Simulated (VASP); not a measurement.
# MgRh (Pm-3m) in VASP: elastic constants with LDA

Aim: the elastic constants of MgRh with LDA.

Everything below comes from runs of VASP 6.6.1. Logs are shortened: lines on timing, memory, paths and dates and some standing lists are left out, and cuts for length are marked.

## 1. The cell of the first run

Symmetry: Pm-3m, No. 221, cubic system. Conventional cell: a = 3.050 Å, b = 3.050 Å, c = 3.050 Å, α = 90.00°, β = 90.00°, γ = 90.00°. Mg (site symmetry m-3m) has 8 Rh at 2.64 Å and 6 Mg at 3.05 Å within 3.5 Å. Rh (site symmetry m-3m) has 8 Mg at 2.64 Å and 6 Rh at 3.05 Å within 3.5 Å.

## 2. Elastic constants, LDA

Contents of INCAR:

```
SYSTEM = MgRh
PREC = Accurate ; ENCUT = 600
EDIFF = 1E-8 ; ISMEAR = -1
SIGMA = 0.15 ; LREAL = .False.
LASPH = .True. ; NELM = 100
ALGO = Normal ; ISIF = 3
LWAVE = .False. ; LCHARG = .False.
GGA = CA ; IBRION = 6
NFREE = 2 ; POTIM = 0.015
NSW = 1
```

Contents of KPOINTS:

```
regular mesh
0
Gamma
  14 14 14
  0 0 0
```

Contents of POSCAR:

```
MgRh
1.0
    3.0497045441      0.0000000000      0.0000000000
    0.0000000000      3.0497045441      0.0000000000
    0.0000000000      0.0000000000      3.0497045441
Mg Rh
1 1
Direct
    0.0000000000      0.0000000000      0.0000000000
    0.5000000000      0.5000000000      0.5000000000
```

Potentials or basis: VASP PAW LDA potentials, release 64 (Mg, Rh_pv).

Run with:

```bash
cat potpaw_LDA.64/Mg/POTCAR potpaw_LDA.64/Rh_pv/POTCAR > POTCAR
mpirun -np 1 vasp_std > vasp.out
```

OUTCAR:

```text
SYSTEM = MgRh
   PREC = Accurate
   ENCUT = 600
   EDIFF = 1E-8
   ISMEAR = -1
   LREAL = .False.
   LASPH = .True.
   NELM = 100
   ISIF = 3
   GGA = CA
   IBRION = 6
   NFREE = 2
   POTIM = 0.015
   NSW = 1

 ion  position               nearest neighbor table
   1  0.000  0.000  0.000-   2 2.64   2 2.64   2 2.64   2 2.64   2 2.64   2 2.64   2 2.64   2 2.64

   2  0.500  0.500  0.500-   1 2.64   1 2.64   1 2.64   1 2.64   1 2.64   1 2.64   1 2.64   1 2.64

  LATTYP: Found a simple cubic cell.
 ALAT       =     3.0497045441

  Lattice vectors:

 A1 = (   3.0497045441,   0.0000000000,   0.0000000000)
 A2 = (   0.0000000000,   3.0497045441,   0.0000000000)
 A3 = (   0.0000000000,   0.0000000000,   3.0497045441)

Analysis of symmetry for initial positions (statically):
=====================================================================
 Subroutine PRICEL returns:
 Original cell was already a primitive cell.

 Routine SETGRP: Setting up the symmetry group for a
 simple cubic supercell.

 Subroutine GETGRP returns: Found 48 space group operations
 (whereof 48 operations were pure point group operations)
 out of a pool of 48 trial point group operations.

The static configuration has the point symmetry O_h .

Analysis of symmetry for dynamics (positions and initial velocities):
=====================================================================
 Subroutine PRICEL returns:
 Original cell was already a primitive cell.

 Routine SETGRP: Setting up the symmetry group for a
 simple cubic supercell.

 Subroutine GETGRP returns: Found 48 space group operations
 (whereof 48 operations were pure point group operations)
 out of a pool of 48 trial point group operations.

The dynamic configuration has the point symmetry O_h .

 Subroutine INISYM returns: Found 48 space group operations
 (whereof 48 operations are pure point group operations),
 and found     1 'primitive' translations

----------------------------------------------------------------------------------------

                                     Primitive cell

  volume of cell :      28.3644

  direct lattice vectors                    reciprocal lattice vectors
     3.049704544  0.000000000  0.000000000     0.327900616  0.000000000  0.000000000
     0.000000000  3.049704544  0.000000000     0.000000000  0.327900616  0.000000000
     0.000000000  0.000000000  3.049704544     0.000000000  0.000000000  0.327900616

  length of vectors
     3.049704544  3.049704544  3.049704544     0.327900616  0.327900616  0.327900616

  position of ions in fractional coordinates (direct lattice)
     0.000000000  0.000000000  0.000000000
     0.500000000  0.500000000  0.500000000

  ion indices of the primitive-cell ions
   primitive index   ion index
                 1           1
                 2           2

----------------------------------------------------------------------------------------

 KPOINTS: regular mesh

Automatic generation of k-mesh.
 Grid dimensions read from file:
 generate k-points for:   14   14   14

 Generating k-lattice:

  Cartesian coordinates                     Fractional coordinates (reciprocal lattice)
     0.023421473  0.000000000  0.000000000     0.071428571  0.000000000  0.000000000
     0.000000000  0.023421473  0.000000000     0.000000000  0.071428571  0.000000000
     0.000000000  0.000000000  0.023421473     0.000000000  0.000000000  0.071428571

  Length of vectors
     0.023421473  0.023421473  0.023421473

  Shift w.r.t. Gamma in fractional coordinates (k-lattice)
     0.000000000  0.000000000  0.000000000

 Subroutine IBZKPT returns following result:
 ===========================================

 Found    120 irreducible k-points:

 Following reciprocal coordinates:
            Coordinates               Weight
  0.000000  0.000000  0.000000      1.000000
  0.071429  0.000000  0.000000      6.000000
  0.142857  0.000000  0.000000      6.000000
  0.214286  0.000000  0.000000      6.000000
  0.285714  0.000000  0.000000      6.000000
  0.357143  0.000000  0.000000      6.000000
[... 16 lines left out ...]
  0.285714  0.214286  0.000000     24.000000
  0.357143  0.214286  0.000000     24.000000
 [... further k-points ...]
[... 40 lines left out ...]
  Fermi-wavevector in a.u.,A,eV,Ry     =   1.380278  2.608348 25.921392  1.905169
  Thomas-Fermi vector in A             =   2.505170
   LORBIT       =      0    0 simple, 1 ext, 2 COOP (PROOUT), +10 PAW based schemes
   GGA     = CA    functional components
   LHFCALC =     F    Hartree Fock is set to
   AEXX    =    0.0000 exact exchange contribution
   IVDW    =     0    specifies the selected vdW correction
   LEPSILON=     F    determine dielectric tensor
   LRPA    =     F    only Hartree local field effects (RPA)
 finite differences with symmetry
 non-spin polarized calculation
  energy-cutoff  :      600.00
  volume of cell :       28.36
 maximum number of plane-waves:       968
   NGX = 13   NGY = 13   NGZ = 13

--------------------------------------- Ionic step        1  -------------------------------------------

 number of electron      17.0000001 magnetization

 Free energy of the ion-electron system (eV)
  ---------------------------------------------------
  ext. energy  EPLUGINS =         0.00000000
  ---------------------------------------------------
  free energy    TOTEN  =       -11.55539878 eV

  energy without entropy =      -11.45846911  energy(sigma->0) =      -11.50693394

------------------------ aborting loop because EDIFF is reached ----------------------------------------

  FORCE on cell =-STRESS in cart. coord.  units (eV):
  Direction    XX          YY          ZZ          XY          YZ          ZX
  --------------------------------------------------------------------------------------
  -------------------------------------------------------------------------------------
  Total       -0.0650121     -0.0650121     -0.0650121      0.0000000      0.0000000      0.0000000
  in kB       -3.6722448     -3.6722448     -3.6722448      0.0000000      0.0000000      0.0000000
  external PRESSURE =      -3.6722448 kB  Pullay stress =       0.0000000 kB
[... 89 lines left out ...]
  FREE ENERGIE OF THE ION-ELECTRON SYSTEM (eV)
  ---------------------------------------------------
  free  energy   TOTEN  =       -11.5523013466 eV

  energy  without entropy=      -11.4573494450  energy(sigma->0) =      -11.50482540

[... ionic steps 4 to 14 ...]

--------------------------------------- Ionic step       15  -------------------------------------------

 number of electron      17.0000001 magnetization

------------------------ aborting loop because EDIFF is reached ----------------------------------------
[... 67 lines left out ...]
--------------------------------------- Ionic step       17  -------------------------------------------

 number of electron      17.0000002 magnetization

 Free energy of the ion-electron system (eV)
  ---------------------------------------------------
  ext. energy  EPLUGINS =         0.00000000
  ---------------------------------------------------
  free energy    TOTEN  =       -11.55469324 eV

  energy without entropy =      -11.45777307  energy(sigma->0) =      -11.50623316

 E-fermi :   7.0792     XC(G=0): -12.2380

 val. band max:        7.0688036169   @ k =   0.3571   0.5000   0.3571
 cond. band min:       7.0828235234   @ k =   0.3571   0.0714   0.4286
 fundamental gap:      0.0140199065
 Fermi energy:         7.0791988170

 k-point     1 :       0.0000    0.0000    0.0000
  band No.  band energies     occupation
      1     -37.9932      2.00000
      2     -37.9932      2.00000
      3     -37.9931      2.00000
      4      -0.1975      2.00000
      5       3.8853      2.00000
      6       3.8856      2.00000
      7       6.8177      1.70220
      8       6.8180      1.70176
      9       6.8180      1.70176
     10      15.5676      0.00000
     11      15.5682      0.00000
     12      15.5682      0.00000
[... 331 lines left out ...]
 k-point    24 :       0.3571    0.2143    0.0000
  band No.  band energies     occupation
      1     -38.0808      2.00000
      2     -38.0291      2.00000
      3     -37.9824      2.00000
      4       2.4685      2.00000
      5       4.1966      2.00000
      6       4.9053      2.00000
      7       5.9200      1.99912
      8       5.9397      1.99900
      9       6.4650      1.96722
     10      10.1968      0.00000
     11      14.5426      0.00000
     12      17.3136      0.00000

 [... further k-points ...]

------------------------ aborting loop because EDIFF is reached ----------------------------------------

  FORCE on cell =-STRESS in cart. coord.  units (eV):
  Direction    XX          YY          ZZ          XY          YZ          ZX
  --------------------------------------------------------------------------------------
  -------------------------------------------------------------------------------------
  Total       -0.0647845     -0.0621733     -0.0621733      0.0000000      0.0000000      0.0000000
  in kB       -3.6593877     -3.5118937     -3.5118937      0.0000000      0.0000000      0.0000000
  external PRESSURE =      -3.5610584 kB  Pullay stress =       0.0000000 kB
[... 17 lines left out ...]
  FREE ENERGIE OF THE ION-ELECTRON SYSTEM (eV)
  ---------------------------------------------------
  free  energy   TOTEN  =       -11.5546932425 eV

  energy  without entropy=      -11.4577730714  energy(sigma->0) =      -11.50623316

 INTERNAL STRAIN TENSORS FROM STRAINED CELLS
 ============================================

 INTERNAL STRAIN TENSOR FOR ION    1 for displacements in x,y,z  (eV/Angst):
          X           Y           Z          XY          YZ          ZX
  --------------------------------------------------------------------------------
  x     0.00000     0.00000     0.00000     0.00000     0.00000     0.00000
  y     0.00000     0.00000     0.00000     0.00000     0.00000     0.00000
  z     0.00000     0.00000     0.00000     0.00000     0.00000     0.00000

 INTERNAL STRAIN TENSORS FROM DISPLACED ATOMS
 ============================================

 INTERNAL STRAIN TENSOR FOR ION    1 for displacements in x,y,z  (eV/Angst):
          X           Y           Z          XY          YZ          ZX
  --------------------------------------------------------------------------------
  x     0.00000     0.00000     0.00000     0.00000     0.00000     0.00000
  y     0.00000     0.00000     0.00000     0.00000     0.00000     0.00000
  z     0.00000     0.00000     0.00000     0.00000     0.00000     0.00000

 INTERNAL STRAIN TENSOR FOR ION    2 for displacements in x,y,z  (eV/Angst):
          X           Y           Z          XY          YZ          ZX
  --------------------------------------------------------------------------------
  x     0.00000     0.00000     0.00000     0.00000     0.00000     0.00000
  y     0.00000     0.00000     0.00000     0.00000     0.00000     0.00000
  z     0.00000     0.00000     0.00000     0.00000     0.00000     0.00000

 Eigenvectors and eigenvalues of the dynamical matrix
 ----------------------------------------------------

   1 f  =    8.826541 THz    55.458794 2PiTHz  294.421724 cm-1    36.503625 meV
             X         Y         Z           dx          dy          dz
      0.000000  0.000000  0.000000    -0.899382   -0.000000   -0.000000
      1.524852  1.524852  1.524852     0.437163   -0.000000    0.000000
[... 21 lines left out ...]
   6 f/i=    0.000575 THz     0.003613 2PiTHz    0.019179 cm-1     0.002378 meV
             X         Y         Z           dx          dy          dz
      0.000000  0.000000  0.000000     0.000000    0.000000   -0.437163
      1.524852  1.524852  1.524852    -0.000000    0.000000   -0.899382

--------------------------------------------------------------------------------------------------------

 ELASTIC MODULI CONTR FROM IONIC RELAXATION (kBar)
 Direction    XX          YY          ZZ          XY          YZ          ZX
 --------------------------------------------------------------------------------
 XX           0.0000      0.0000      0.0000      0.0000      0.0000      0.0000
 YY           0.0000      0.0000      0.0000      0.0000      0.0000      0.0000
 ZZ           0.0000      0.0000      0.0000      0.0000      0.0000      0.0000
 XY           0.0000      0.0000      0.0000      0.0000      0.0000      0.0000
 YZ           0.0000      0.0000      0.0000      0.0000      0.0000      0.0000
 ZX           0.0000      0.0000      0.0000      0.0000      0.0000      0.0000
 --------------------------------------------------------------------------------

 TOTAL ELASTIC MODULI (kBar)
 Direction    XX          YY          ZZ          XY          YZ          ZX
 --------------------------------------------------------------------------------
 XX        1967.0319   1109.8924   1109.8924      0.0000      0.0000     -0.0000
 YY        1109.8924   1967.0319   1109.8924     -0.0000      0.0000      0.0000
 ZZ        1109.8924   1109.8924   1967.0319      0.0000      0.0000     -0.0000
 XY           0.0000     -0.0000      0.0000    870.6471      0.0000      0.0000
 YZ           0.0000      0.0000      0.0000      0.0000    870.6471      0.0000
 ZX          -0.0000      0.0000     -0.0000      0.0000      0.0000    870.6471
 --------------------------------------------------------------------------------
```

Run time: 33 min. Hardware: 1 thread of Intel Xeon 8259CL, shared host; peak memory 0.68 GiB.

What came out:

| Quantity | Value |
| --- | --- |
| Elastic constants C11, C12, C44 | 197, 111, 87 GPa |
| Voigt bulk modulus | 140 GPa |
| Highest phonon frequency at Γ | 294 cm⁻¹ |

Phonon frequencies in cm⁻¹ (negative: imaginary):
| q point | frequencies |
| --- | --- |
| (0.000, 0.000, 0.000) | 0 0 0 294 294 294 |

Elastic tensor in Voigt notation (GPa, in the Cartesian axes of the cell as first typed):
```
197 111 111   0   0   0
111 197 111   0   0   0
111 111 197   0   0   0
  0   0   0  87   0   0
  0   0   0   0  87   0
  0   0   0   0   0  87
```

Clamped-ion elastic tensor (GPa):
```
197 111 111   0   0   0
111 197 111   0   0   0
111 111 197   0   0   0
  0   0   0  87   0   0
  0   0   0   0  87   0
  0   0   0   0   0  87
```
